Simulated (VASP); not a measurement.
# SiC (P6_3mc) in VASP: single point with LDA

Aim: the single point of SiC with LDA.

Program: VASP 6.6.1. These are calculated values, not measurements. Logs are shortened: lines on timing, memory, paths and dates and some standing lists are left out, and cuts for length are marked.

## (1) The cell of the first run

Symmetry: P6_3mc, No. 186, hexagonal system. Conventional cell: a = 3.076 Å, b = 3.076 Å, c = 5.048 Å, α = 90.00°, β = 90.00°, γ = 120.00°. Si (site symmetry 3m) has 4 C at 1.87 to 1.94 Å within 2.5 Å. Within 2.5 Å of C (site symmetry 3m) lie 4 Si at 1.87 to 1.94 Å.

## (2) Single point, LDA

Input file INCAR:

```
PREC = Accurate ; ENCUT = 520
EDIFF = 1E-7 ; ISMEAR = 0
SIGMA = 0.05 ; LREAL = F
LASPH = T ; NELM = 60
ALGO = Normal ; ISIF = 2
LWAVE = F ; LCHARG = T
GGA = CA ; LELF = T
LVHAR = T ; NBANDS = 26
```

Input file KPOINTS:

```
Automatic mesh
0
Gamma
  10 10 3
```

Input file POSCAR:

```
SiC
1.0
   -3.0759982064      0.0000000000      0.0000000000
   -1.5379991032     -2.6638925888      0.0000000000
    0.0000000000      0.0000000000     10.0960000000
Si C
4 4
Direct
    0.3333333333      0.3333333333      0.0000000000
    0.3333333333      0.3333333333      0.5000000000
    0.6666666667      0.6666666667      0.2500000000
    0.6666666667      0.6666666667      0.7500000000
    0.3333333333      0.3333333333      0.1925000000
    0.3333333333      0.3333333333      0.6925000000
    0.6666666667      0.6666666667      0.4425000000
    0.6666666667      0.6666666667      0.9425000000
```

Potentials or basis: VASP PAW LDA potentials, release 64 (Si, C).

Command:

```bash
$ cat potpaw_LDA.64/Si/POTCAR potpaw_LDA.64/C/POTCAR > POTCAR
$ mpirun -np 1 vasp_std > vasp.out
```

OUTCAR:

```text
PREC = Accurate
   ENCUT = 520
   EDIFF = 1E-7
   ISMEAR = 0
   LREAL = F
   LASPH = T
   NELM = 60
   ISIF = 2
   GGA = CA

 ion  position               nearest neighbor table
   1  0.333  0.333  0.000-   8 1.87   8 1.87   8 1.87   5 1.94   4 3.09   3 3.09   3 3.09   4 3.09
                             3 3.09   4 3.09
   2  0.333  0.333  0.500-   7 1.87   7 1.87   7 1.87   6 1.94   4 3.09   3 3.09   3 3.09   4 3.09
                             3 3.09   4 3.09
   3  0.667  0.667  0.250-   5 1.87   5 1.87   5 1.87   7 1.94   1 3.09   2 3.09   2 3.09   1 3.09
                             1 3.09   2 3.09
   4  0.667  0.667  0.750-   6 1.87   6 1.87   6 1.87   8 1.94   1 3.09   2 3.09   2 3.09   1 3.09
                             1 3.09   2 3.09
   5  0.333  0.333  0.193-   3 1.87   3 1.87   3 1.87   1 1.94
   6  0.333  0.333  0.693-   4 1.87   4 1.87   4 1.87   2 1.94
   7  0.667  0.667  0.443-   2 1.87   2 1.87   2 1.87   3 1.94
   8  0.667  0.667  0.943-   1 1.87   1 1.87   1 1.87   4 1.94

  LATTYP: Found a hexagonal cell.
 ALAT       =     3.0759982065
 C/A-ratio  =     3.2821865692

  Lattice vectors:

 A1 = (   1.5379991032,   2.6638925888,   0.0000000000)
 A2 = (  -3.0759982064,   0.0000000000,   0.0000000000)
 A3 = (   0.0000000000,   0.0000000000,  10.0960000000)

Analysis of symmetry for initial positions (statically):
=====================================================================
 Subroutine PRICEL returns following result:

  LATTYP: Found a hexagonal cell.
 ALAT       =     3.0759982065
 C/A-ratio  =     1.6410932846

  Lattice vectors:

 A1 = (   1.5379991032,   2.6638925888,   0.0000000000)
 A2 = (  -3.0759982064,   0.0000000000,   0.0000000000)
 A3 = (   0.0000000000,   0.0000000000,   5.0480000000)

   2 primitive cells build up your supercell.

 Routine SETGRP: Setting up the symmetry group for a
 hexagonal supercell.

 Subroutine GETGRP returns: Found 12 space group operations
 (whereof  6 operations were pure point group operations)
 out of a pool of 24 trial point group operations.

The static configuration has the point symmetry C_3v.
 The point group associated with its full space group is C_6v.

Analysis of symmetry for dynamics (positions and initial velocities):
=====================================================================
 Subroutine PRICEL returns following result:

  LATTYP: Found a hexagonal cell.
 ALAT       =     3.0759982065
 C/A-ratio  =     1.6410932846

  Lattice vectors:

 A1 = (   1.5379991032,   2.6638925888,   0.0000000000)
 A2 = (  -3.0759982064,   0.0000000000,   0.0000000000)
 A3 = (   0.0000000000,   0.0000000000,   5.0480000000)

   2 primitive cells build up your supercell.

 Routine SETGRP: Setting up the symmetry group for a
 hexagonal supercell.

 Subroutine GETGRP returns: Found 12 space group operations
 (whereof  6 operations were pure point group operations)
 out of a pool of 24 trial point group operations.

The dynamic configuration has the point symmetry C_3v.
 The point group associated with its full space group is C_6v.

 Subroutine INISYM returns: Found 12 space group operations
 (whereof  6 operations are pure point group operations),
 and found     2 'primitive' translations

----------------------------------------------------------------------------------------

                                     Primitive cell

  volume of cell :      41.3640

  direct lattice vectors                    reciprocal lattice vectors
     1.537999103  2.663892589  0.000000000     0.000000000  0.375390511  0.000000000
    -3.075998206  0.000000000  0.000000000    -0.325097719  0.187695255  0.000000000
     0.000000000  0.000000000  5.048000000     0.000000000  0.000000000  0.198098257

  length of vectors
     3.075998206  3.075998206  5.048000000     0.375390511  0.375390511  0.198098257

  position of ions in fractional coordinates (direct lattice)
     0.666666667  0.333333333  0.000000000
     0.333333333  0.666666667  0.500000000
     0.666666667  0.333333333  0.385000000
     0.333333333  0.666666667  0.885000000

  ion indices of the primitive-cell ions
   primitive index   ion index
                 1           1
                 2           3
                 3           5
                 4           8

----------------------------------------------------------------------------------------

 KPOINTS: Automatic mesh

Automatic generation of k-mesh.
 Grid dimensions read from file:
 generate k-points for:   10   10    3

 Generating k-lattice:

  Cartesian coordinates                     Fractional coordinates (reciprocal lattice)
    -0.032509772  0.018769526  0.000000000     0.100000000  0.000000000  0.000000000
     0.000000000 -0.037539051  0.000000000     0.000000000  0.100000000  0.000000000
     0.000000000  0.000000000  0.033016376     0.000000000  0.000000000  0.333333333

  Length of vectors
     0.037539051  0.037539051  0.033016376

  Shift w.r.t. Gamma in fractional coordinates (k-lattice)
     0.000000000  0.000000000  0.000000000

 Subroutine IBZKPT returns following result:
 ===========================================

 Found     28 irreducible k-points:

 Following reciprocal coordinates:
            Coordinates               Weight
  0.000000  0.000000  0.000000      1.000000
  0.100000  0.000000  0.000000      6.000000
  0.200000  0.000000  0.000000      6.000000
  0.300000  0.000000  0.000000      6.000000
  0.400000  0.000000  0.000000      6.000000
  0.500000  0.000000  0.000000      3.000000
[... 16 lines left out ...]
  0.400000  0.100000  0.333333     24.000000
  0.500000  0.100000  0.333333     24.000000
 [... further k-points ...]
   k-points           NKPTS =     28   k-points in BZ     NKDIM =     28   number of bands    NBANDS=     26
   number of dos      NEDOS =    301   number of ions     NIONS =      8
   total plane-waves  NPLWV =  46080
   dimension x,y,z NGX =    24 NGY =   24 NGZ =   80
   dimension x,y,z NGXF=    48 NGYF=   48 NGZF=  160
   ions per type =               4   4
   NGX,Y,Z   is equivalent  to a cutoff of  12.97, 12.97, 13.17 a.u.
   NGXF,Y,Z  is equivalent  to a cutoff of  25.94, 25.94, 26.35 a.u.
 SYSTEM =  unknown system
   PREC   = accura    normal or accurate (medium, high low for compatibility)
   ISTART =      0    job   : 0-new  1-cont  2-samecut
   ICHARG =      2    charge: 1-file 2-atom 10-const
   ISPIN  =      1    spin polarized calculation?
   LNONCOLLINEAR =      F non collinear calculations
   LSORBIT =      F    spin-orbit coupling
   LASPH  =      T    aspherical Exc in radial PAW
   ENCUT  =  520.0 eV  38.22 Ry    6.18 a.u.   5.72  5.72 18.77*2*pi/ulx,y,z
   NELM   =     60;   NELMIN=  2; NELMDL= -5     # of ELM steps
   EDIFF  = 0.1E-06   stopping-criterion for ELM
   LREAL  =      F    real-space projection
   EDIFFG = 0.1E-05   stopping-criterion for IOM
   NSW    =      0    number of steps for IOM
   IBRION =     -1    ionic relax: 0-MD 1-quasi-New 2-CG
   NFREE  =      0    steps in history (QN), initial steepest desc. (CG)
   ISIF   =      2    stress and relaxation
   ISYM   =      2    0-nonsym 1-usesym 2-fastsym
   POTIM  = 0.5000    time-step for ionic-motion
   TEBEG  =    0.0;   TEEND  =   0.0 temperature during run
   PSTRESS=    0.0 pullay stress
   NELECT =      32.0000    total number of electrons
   NUPDOWN=      -1.0000    fix difference up-down
   EMIN   =  10.00;   EMAX   =-10.00  energy-range for DOS
   EFERMI =   0.00;   METHOD = LEGACY
   ISMEAR =     0;   SIGMA  =   0.05  broadening in eV -4-tet -1-fermi 0-gaus
   EFERMI_NEDOS =   21; number of points for ismear=-14 and -15
   IALGO  =     38    algorithm
   IMIX   =      4    mixing-type and parameters
     AMIX     =   0.40;   BMIX     =  1.00
     AMIX_MAG =   1.60;   BMIX_MAG =  1.00
  volume/ion in A,a.u.               =      10.34        69.78
  Fermi-wavevector in a.u.,A,eV,Ry     =   1.192818  2.254099 19.358564  1.422814
  Thomas-Fermi vector in A             =   2.328847
   LORBIT       =      0    0 simple, 1 ext, 2 COOP (PROOUT), +10 PAW based schemes
   GGA     = CA    functional components
   LHFCALC =     F    Hartree Fock is set to
   AEXX    =    0.0000 exact exchange contribution
   IVDW    =     0    specifies the selected vdW correction
   LEPSILON=     F    determine dielectric tensor
   LRPA    =     F    only Hartree local field effects (RPA)
 non-spin polarized calculation
 Gauss-broadening in eV      SIGMA  =   0.05
  energy-cutoff  :      520.00
  volume of cell :       82.73
 maximum number of plane-waves:      2256
   NGX = 11   NGY = 11   NGZ = 37

 number of electron      32.0000000 magnetization

 Free energy of the ion-electron system (eV)
  ---------------------------------------------------
  ext. energy  EPLUGINS =         0.00000000
  ---------------------------------------------------
  free energy    TOTEN  =       -66.46477556 eV

  energy without entropy =      -66.46477556  energy(sigma->0) =      -66.46477556

 E-fermi :   8.5598     XC(G=0): -11.5495

 val. band max:        8.3588489506   @ k =   0.0000   0.0000   0.0000
 cond. band min:      10.7161101206   @ k =  -0.4000   0.3000   0.0000
 fundamental gap:      2.3572611700
 Fermi energy:         8.5598123885

 k-point     1 :       0.0000    0.0000    0.0000
  band No.  band energies     occupation
      1      -7.2728      2.00000
      2      -6.0793      2.00000
      3      -6.0793      2.00000
      4      -3.7207      2.00000
      5      -0.3513      2.00000
      6       3.9256      2.00000
[... 18 lines left out ...]
     25      15.4277      0.00000
     26      15.4277      0.00000

 k-point     2 :       0.1000    0.0000    0.0000
  band No.  band energies     occupation
      1      -7.0985      2.00000
      2      -5.9098      2.00000
      3      -5.9098      2.00000
      4      -3.5703      2.00000
      5      -0.1895      2.00000
      6       3.9839      2.00000
[... 18 lines left out ...]
     25      15.9102      0.00000
[... 608 lines left out ...]
     25      16.4572      0.00000
     26      17.0847      0.00000

 k-point    24 :       0.5000    0.1000    0.3333
  band No.  band energies     occupation
      1      -3.9298      2.00000
      2      -3.5982      2.00000
      3      -2.5868      2.00000
      4      -2.2879      2.00000
      5      -0.0835      2.00000
      6       0.1346      2.00000
[... 18 lines left out ...]
     25      16.1108      0.00000
     26      16.4154      0.00000

 [... further k-points ...]
[... 5 lines left out ...]
  --------------------------------------------------------------------------------------
  -------------------------------------------------------------------------------------
  Total       -1.1162209     -1.1162209     -3.3170323      0.0000000      0.0000000      0.0000000
  in kB      -21.6176563    -21.6176563    -64.2403882      0.0000000      0.0000000      0.0000000
  external PRESSURE =     -35.8252336 kB  Pullay stress =       0.0000000 kB

 VOLUME and BASIS-vectors are now :
 -----------------------------------------------------------------------------
  energy-cutoff  :      520.00
  volume of cell :       82.73
      direct lattice vectors                 reciprocal lattice vectors
    -3.075998206  0.000000000  0.000000000    -0.325097719  0.187695255  0.000000000
    -1.537999103 -2.663892589  0.000000000     0.000000000 -0.375390511  0.000000000
     0.000000000  0.000000000 10.096000000     0.000000000  0.000000000  0.099049128

 POSITION                                       TOTAL-FORCE (eV/Angst)
 -----------------------------------------------------------------------------------
     -1.53800     -0.88796      0.00000        -0.000000      0.000000      0.734307
     -1.53800     -0.88796      5.04800         0.000000      0.000000      0.734307
     -3.07600     -1.77593      2.52400         0.000000      0.000000      0.734307
     -3.07600     -1.77593      7.57200        -0.000000      0.000000      0.734307
     -1.53800     -0.88796      1.94348        -0.000000     -0.000000     -0.734307
     -1.53800     -0.88796      6.99148        -0.000000     -0.000000     -0.734307
     -3.07600     -1.77593      4.46748         0.000000     -0.000000     -0.734307
     -3.07600     -1.77593      9.51548        -0.000000     -0.000000     -0.734307
 -----------------------------------------------------------------------------------
    total drift:                                0.000000      0.000000     -0.000456

  FREE ENERGIE OF THE ION-ELECTRON SYSTEM (eV)
  ---------------------------------------------------
  free  energy   TOTEN  =       -66.4647755586 eV

  energy  without entropy=      -66.4647755586  energy(sigma->0) =      -66.46477556
```

It took 23 s on 1 thread of Intel Xeon Platinum 8481C at 2.70GHz (Sapphire Rapids), shared host; peak memory 0.19 GiB.

What came out:

| Item | Value |
| --- | --- |
| Free energy | -66.4648 eV |
| Pressure | -3.6 GPa |
| Largest force | 0.734 eV/Å |
| Band gap on the k mesh | 2.36 eV |

Forces in eV/Å, atoms in the order of the input:
```
Si   0.000  0.000  0.734
Si   0.000  0.000  0.734
Si   0.000  0.000  0.734
Si   0.000  0.000  0.734
C    0.000  0.000 -0.734
C    0.000  0.000 -0.734
C    0.000  0.000 -0.734
C    0.000  0.000 -0.734
```

Levels at points of the mesh, in eV from the valence-band top:
```
           k point  band 13  band 14  band 15  band 16  band 17  band 18  band 19  band 20
(0.00, 0.00, 0.00)    -0.96    -0.27    -0.27     0.00     4.59     5.65     5.65     6.04
(0.50, 0.00, 0.00)    -2.69    -2.34    -2.34    -1.48     2.49     3.10     3.10     4.12
```
